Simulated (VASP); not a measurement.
# CdSe (R3m) in VASP: a series of runs

CdSe is run at these levels: PBE, r2SCAN; tasks: single point.

All numbers are computed with VASP 6.6.1; they aren't measurements. Logs are shortened: lines on timing, memory, paths and dates and some standing lists are left out, and cuts for length are marked.

## Step 1: The cell of the first run

It takes space group R3m (No. 160, trigonal). The conventional cell has a = 4.382 Å, b = 4.382 Å, c = 10.526 Å, α = 90.00°, β = 90.00°, γ = 120.00°. Within 3.5 Å of Cd (site symmetry 3m) lie 4 Se at 2.66 to 2.67 Å. Within 3.5 Å of Se (site symmetry 3m) lie 4 Cd at 2.66 to 2.67 Å.

## Step 2: Single point, PBE (epitaxial 111 strain +1.0%)

The input, INCAR:

```
PREC = Accurate
ENCUT = 520
EDIFF = 1E-6
ISMEAR = 0
SIGMA = 0.01
LREAL = F
LASPH = T
NELM = 100
ALGO = Normal
ISIF = 2
LWAVE = F
LCHARG = F
GGA = PE
NBANDS = 16
```

The input, KPOINTS:

```
Automatic mesh
0
Gamma
  4 4 4
```

The input, POSCAR:

```
CdSe
1.0
   -0.0398307578      3.0586280172      3.0586280172
    3.0586280172     -0.0398307578      3.0586280172
    3.0586280172      3.0586280172     -0.0398307578
Cd Se
1 1
Direct
   -0.0013673382     -0.0013673382     -0.0013673382
    0.2513673382      0.2513673382      0.2513673382
```

Potentials or basis: VASP PAW PBE potentials, release 64 (Cd, Se).

The run is started by

```console
> cat potpaw_PBE.64/Cd/POTCAR potpaw_PBE.64/Se/POTCAR > POTCAR
> mpirun -np 1 vasp_std > vasp.out
```

OUTCAR:

```text
PREC = Accurate
   ENCUT = 520
   EDIFF = 1E-6
   ISMEAR = 0
   LREAL = F
   LASPH = T
   NELM = 100
   ISIF = 2
   GGA = PE

 ion  position               nearest neighbor table
   1  0.999  0.999  0.999-   2 2.66   2 2.67   2 2.67   2 2.67
   2  0.251  0.251  0.251-   1 2.66   1 2.67   1 2.67   1 2.67

  LATTYP: Found a trigonal (rhomboedric) cell.
 ALAT       =     4.3257366060
 COS(alpha) =     0.4869362855

  Lattice vectors:

 A1 = (  -0.0398307578,   3.0586280172,   3.0586280172)
 A2 = (   3.0586280172,  -0.0398307578,   3.0586280172)
 A3 = (   3.0586280172,   3.0586280172,  -0.0398307578)

Analysis of symmetry for initial positions (statically):
=====================================================================
 Subroutine PRICEL returns:
 Original cell was already a primitive cell.

 Routine SETGRP: Setting up the symmetry group for a
 trigonal (rhombohedral) supercell.

 Subroutine GETGRP returns: Found  6 space group operations
 (whereof  6 operations were pure point group operations)
 out of a pool of 12 trial point group operations.

The static configuration has the point symmetry C_3v.

Analysis of symmetry for dynamics (positions and initial velocities):
=====================================================================
 Subroutine PRICEL returns:
 Original cell was already a primitive cell.

 Routine SETGRP: Setting up the symmetry group for a
 trigonal (rhombohedral) supercell.

 Subroutine GETGRP returns: Found  6 space group operations
 (whereof  6 operations were pure point group operations)
 out of a pool of 12 trial point group operations.

The dynamic configuration has the point symmetry C_3v.

 Subroutine INISYM returns: Found  6 space group operations
 (whereof  6 operations are pure point group operations),
 and found     1 'primitive' translations

----------------------------------------------------------------------------------------

                                     Primitive cell

  volume of cell :      58.3460

  direct lattice vectors                    reciprocal lattice vectors
    -0.039830758  3.058628017  3.058628017    -0.160312947  0.162428155  0.162428155
     3.058628017 -0.039830758  3.058628017     0.162428155 -0.160312947  0.162428155
[... 67 lines left out ...]
   ISPIN  =      1    spin polarized calculation?
   LNONCOLLINEAR =      F non collinear calculations
   LSORBIT =      F    spin-orbit coupling
   LASPH  =      T    aspherical Exc in radial PAW
   ENCUT  =  520.0 eV  38.22 Ry    6.18 a.u.   8.04  8.04  8.04*2*pi/ulx,y,z
   NELM   =    100;   NELMIN=  2; NELMDL= -5     # of ELM steps
   EDIFF  = 0.1E-05   stopping-criterion for ELM
   LREAL  =      F    real-space projection
   EDIFFG = 0.1E-04   stopping-criterion for IOM
   NSW    =      0    number of steps for IOM
   IBRION =     -1    ionic relax: 0-MD 1-quasi-New 2-CG
   NFREE  =      0    steps in history (QN), initial steepest desc. (CG)
   ISIF   =      2    stress and relaxation
   ISYM   =      2    0-nonsym 1-usesym 2-fastsym
   POTIM  = 0.5000    time-step for ionic-motion
   TEBEG  =    0.0;   TEEND  =   0.0 temperature during run
   PSTRESS=    0.0 pullay stress
   NELECT =      18.0000    total number of electrons
   NUPDOWN=      -1.0000    fix difference up-down
   EMIN   =  10.00;   EMAX   =-10.00  energy-range for DOS
   EFERMI =   0.00;   METHOD = LEGACY
   ISMEAR =     0;   SIGMA  =   0.01  broadening in eV -4-tet -1-fermi 0-gaus
   EFERMI_NEDOS =   21; number of points for ismear=-14 and -15
   IALGO  =     38    algorithm
   IMIX   =      4    mixing-type and parameters
     AMIX     =   0.40;   BMIX     =  1.00
     AMIX_MAG =   1.60;   BMIX_MAG =  1.00
  volume/ion in A,a.u.               =      29.17       196.87
  Fermi-wavevector in a.u.,A,eV,Ry     =   1.106187  2.090391 16.648772  1.223650
  Thomas-Fermi vector in A             =   2.242685
   LORBIT       =      0    0 simple, 1 ext, 2 COOP (PROOUT), +10 PAW based schemes
   GGA     = PE    functional components
   LHFCALC =     F    Hartree Fock is set to
   AEXX    =    0.0000 exact exchange contribution
   IVDW    =     0    specifies the selected vdW correction
   LEPSILON=     F    determine dielectric tensor
   LRPA    =     F    only Hartree local field effects (RPA)
 non-spin polarized calculation
 Gauss-broadening in eV      SIGMA  =   0.01
  energy-cutoff  :      520.00
  volume of cell :       58.35
 maximum number of plane-waves:      1582
   NGX = 17   NGY = 17   NGZ = 17

 number of electron      18.0000006 magnetization

 Free energy of the ion-electron system (eV)
  ---------------------------------------------------
  ext. energy  EPLUGINS =         0.00000000
  ---------------------------------------------------
  free energy    TOTEN  =        -5.44596897 eV

  energy without entropy =       -5.44596897  energy(sigma->0) =       -5.44596897

 E-fermi :   0.8367     XC(G=0):  -8.7092

 val. band max:        0.7364109566   @ k =   0.0000   0.0000   0.0000
 cond. band min:       1.2020129904   @ k =   0.0000   0.0000   0.0000
 fundamental gap:      0.4656020337
 Fermi energy:         0.8367106995

 k-point     1 :       0.0000    0.0000    0.0000
  band No.  band energies     occupation
      1     -11.7020      2.00000
      2      -7.1633      2.00000
      3      -7.1633      2.00000
      4      -7.1560      2.00000
      5      -6.8277      2.00000
      6      -6.8277      2.00000
[... 224 lines left out ...]
      3      -7.0778      2.00000
      4      -6.8039      2.00000
      5      -6.8039      2.00000
      6      -6.5378      2.00000
[... 8 lines left out ...]
     15      12.7418      0.00000
     16      12.7418      0.00000

------------------------ aborting loop because EDIFF is reached ----------------------------------------

  FORCE on cell =-STRESS in cart. coord.  units (eV):
  Direction    XX          YY          ZZ          XY          YZ          ZX
  --------------------------------------------------------------------------------------
  -------------------------------------------------------------------------------------
  Total        0.4854992      0.4854992      0.4854992      0.0962848      0.0962848      0.0962848
  in kB       13.3317755     13.3317755     13.3317755      2.6439750      2.6439750      2.6439750
  external PRESSURE =      13.3317755 kB  Pullay stress =       0.0000000 kB

 VOLUME and BASIS-vectors are now :
 -----------------------------------------------------------------------------
  energy-cutoff  :      520.00
  volume of cell :       58.35
      direct lattice vectors                 reciprocal lattice vectors
    -0.039830758  3.058628017  3.058628017    -0.160312947  0.162428155  0.162428155
     3.058628017 -0.039830758  3.058628017     0.162428155 -0.160312947  0.162428155
     3.058628017  3.058628017 -0.039830758     0.162428155  0.162428155 -0.160312947

 POSITION                                       TOTAL-FORCE (eV/Angst)
 -----------------------------------------------------------------------------------
      6.06912      6.06912      6.06912         0.000430      0.000430      0.000430
      1.52767      1.52767      1.52767        -0.000430     -0.000430     -0.000430
 -----------------------------------------------------------------------------------
    total drift:                                0.000144      0.000144      0.000144

  FREE ENERGIE OF THE ION-ELECTRON SYSTEM (eV)
  ---------------------------------------------------
  free  energy   TOTEN  =        -5.4459689676 eV

  energy  without entropy=       -5.4459689676  energy(sigma->0) =       -5.44596897
```

It took 13 s on 1 thread of Intel Xeon Platinum 8488C (Sapphire Rapids), shared host; peak memory 0.18 GiB.

Results:

```yaml
Free_energy: -5.4460 eV
Pressure: 1.3 GPa
Band_gap_on_the_k_mesh: 0.47 eV, direct
```

Levels at points of the mesh, in eV from the valence-band top:
| k point | band 6 | band 7 | band 8 | band 9 | band 10 | band 11 | band 12 | band 13 |
| --- | --- | --- | --- | --- | --- | --- | --- | --- |
| (0.00, 0.00, 0.00) | -7.56 | -0.08 | -0.08 | 0.00 | 0.47 | 5.80 | 5.80 | 6.01 |
| (0.50, 0.00, 0.00) | -7.30 | -4.26 | -0.77 | -0.69 | 2.32 | 6.39 | 6.40 | 7.24 |
| (0.50, 0.50, 0.00) | -7.23 | -3.98 | -1.84 | -1.73 | 3.12 | 3.67 | 8.88 | 9.93 |
| (0.50, 0.50, 0.50) | -7.27 | -4.19 | -0.80 | -0.80 | 2.16 | 6.26 | 6.26 | 7.31 |

Caveat: the k points lie up to 0.44 Å⁻¹ apart; the cell differs from its parent crystal (epitaxial 111 strain +1.0%).

## Step 3: Single point, PBE (epitaxial 111 strain +2.0%)

The input, INCAR:

```
PREC = Accurate ; ENCUT = 520
EDIFF = 1E-6 ; ISMEAR = 0
SIGMA = 0.01 ; LREAL = F
LASPH = T ; NELM = 100
ALGO = Normal ; ISIF = 2
LWAVE = F ; LCHARG = F
GGA = PE ; NBANDS = 16
```

The input, KPOINTS:

```
regular mesh
0
Gamma
  4 4 4
```

The input, POSCAR:

```
CdSe
1.0
   -0.0779848093      3.0511517754      3.0511517754
    3.0511517754     -0.0779848093      3.0511517754
    3.0511517754      3.0511517754     -0.0779848093
Cd Se
1 1
Direct
   -0.0026036374     -0.0026036374     -0.0026036374
    0.2526036374      0.2526036374      0.2526036374
```

Potentials or basis: VASP PAW PBE potentials, release 64 (Cd, Se).

The run is started by

```console
> cat potpaw_PBE.64/Cd/POTCAR potpaw_PBE.64/Se/POTCAR > POTCAR
> mpirun -np 1 vasp_std > vasp.out
```

It took 12 s on 1 thread of Intel Xeon Platinum 8488C (Sapphire Rapids), shared host; peak memory 0.17 GiB.

It converged, with:

* Free energy: -5.4449 eV
* Pressure: 0.8 GPa
* Largest force: 0.003 eV/Å
* Band gap on the k mesh: 0.41 eV, direct

Forces on the atoms (eV/Å):
```
Cd  -0.002 -0.002 -0.002
Se   0.002  0.002  0.002
```

Stress tensor (GPa, compression positive):
```
0.77 0.51 0.51
0.51 0.77 0.51
0.51 0.51 0.77
```

Levels at points of the mesh, in eV from the valence-band top:
```tsv
k point	band 5	band 6	band 7	band 8	band 9	band 10	band 11	band 12	band 13	band 14
(0.00, 0.00, 0.00)	-7.58	-7.58	-0.13	-0.13	0.00	0.41	5.70	5.70	6.12	9.51
(0.50, 0.00, 0.00)	-7.55	-7.33	-4.24	-0.81	-0.66	2.30	6.38	6.40	7.16	9.86
(0.50, 0.50, 0.00)	-7.52	-7.25	-3.96	-1.88	-1.67	3.05	3.67	8.74	9.81	9.91
(0.50, 0.50, 0.50)	-7.55	-7.28	-4.12	-0.86	-0.86	2.01	6.14	6.14	7.28	9.78
```

Caveat: the k points lie up to 0.44 Å⁻¹ apart; the cell differs from its parent crystal (epitaxial 111 strain +2.0%).

## Step 4: Single point, r2SCAN (epitaxial 111 strain -2.0%)

The input, POSCAR:

```
CdSe
1.0
    0.0773857186      3.0838110647      3.0838110647
    3.0838110647      0.0773857186      3.0838110647
    3.0838110647      3.0838110647      0.0773857186
Cd Se
1 1
Direct
    0.0027670924      0.0027670924      0.0027670924
    0.2472329076      0.2472329076      0.2472329076
```

The input, INCAR.step1:

```
PREC     = Accurate       # precision mode
ENCUT    = 520            # plane-wave cutoff, eV
ISMEAR   = 0              # smearing method
SIGMA    = 0.01           # smearing width, eV
LREAL    = False          # projectors in reciprocal space
LASPH    = True           # aspherical terms in the spheres
NELM     = 100            # most SCF steps
NBANDS   = 16             # bands
GGA      = PE             # functional
ALGO     = Normal         # electronic algorithm
EDIFF    = 1E-4           # SCF threshold, eV
LWAVE    = True           # write WAVECAR
LCHARG   = False          # write CHGCAR
```

The input, INCAR.step2:

```
PREC     = Accurate       # precision mode
ENCUT    = 520            # plane-wave cutoff, eV
EDIFF    = 1E-6           # SCF threshold, eV
ISMEAR   = 0              # smearing method
SIGMA    = 0.01           # smearing width, eV
LREAL    = False          # projectors in reciprocal space
LASPH    = True           # aspherical terms in the spheres
NELM     = 100            # most SCF steps
ALGO     = Normal         # electronic algorithm
ISIF     = 2              # what is computed and relaxed
LWAVE    = False          # write WAVECAR
LCHARG   = True           # write CHGCAR
METAGGA  = R2SCAN         # meta-GGA
LMIXTAU  = True         
LELF     = True           # ELF
LVHAR    = True         
NBANDS   = 16             # bands
ISTART   = 1
```

The input, KPOINTS:

```
Automatic mesh
0
Gamma
  8 8 8
```

The run is started by

```console
> cat potpaw_PBE.64/Cd/POTCAR potpaw_PBE.64/Se/POTCAR > POTCAR
> cp INCAR.step1 INCAR
> mpirun -np 1 vasp_std > vasp.out
> cp INCAR.step2 INCAR
> mpirun -np 1 vasp_std > vasp.out
```

Run time: 2.3 min. Hardware: 1 thread of Intel Xeon Platinum 8488C (Sapphire Rapids), shared host; peak memory 0.22 GiB.

It converged, with:

```yaml
Free_energy: -35.9017 eV
Pressure: 1.4 GPa
Largest_force: 0.004 eV/Å
Band_gap_on_the_k_mesh: 1.00 eV, direct
```

Forces in eV/Å, atoms in the order of the input:
```
Cd  -0.002 -0.002 -0.002
Se   0.002  0.002  0.002
```

Stress tensor (GPa, compression positive):
```
 1.39 -0.57 -0.57
-0.57  1.39 -0.57
-0.57 -0.57  1.39
```

Levels at points of the mesh, in eV from the valence-band top:
| k point | band 7 | band 8 | band 9 | band 10 | band 11 | band 12 |
| --- | --- | --- | --- | --- | --- | --- |
| (0.00, 0.00, 0.00) | -0.20 | 0.00 | 0.00 | 1.00 | 6.16 | 6.57 |
| (0.50, 0.00, 0.00) | -4.43 | -0.94 | -0.75 | 2.71 | 6.79 | 6.80 |
| (0.50, 0.50, 0.00) | -4.13 | -2.04 | -1.82 | 3.34 | 4.15 | 9.54 |
| (0.50, 0.50, 0.50) | -4.57 | -0.71 | -0.71 | 3.05 | 7.08 | 7.08 |

Caveat: the cell differs from its parent crystal (epitaxial 111 strain -2.0%); the PAW data sets were made with another functional, which shifts forces and pressure a little.

## Step 5: Overview

| level | cell | k mesh | gap on the mesh (eV) | pressure (GPa) |
| --- | --- | --- | --- | --- |
| PBE | a = 4.326 Å, angles 60.9°, 2 atoms | 4 × 4 × 4 | 0.47 | 1.3 |
| PBE | a = 4.316 Å, angles 61.7°, 2 atoms | 4 × 4 × 4 | 0.41 | 0.8 |
| r2SCAN | a = 4.362 Å, angles 58.3°, 2 atoms | 8 × 8 × 8 | 1.00 | 1.4 |

Alike in all rows: task single point; potentials or basis VASP PAW PBE potentials, release 64 (Cd, Se); no spin polarisation; cutoff (eV) 520; smearing gaussian 0.01 eV.

Caveats: some runs use coarse meshes; the PAW data sets were made with another functional, which shifts forces and pressure a little (some runs).

Absolute energies hang on the potentials; compare differences alone.
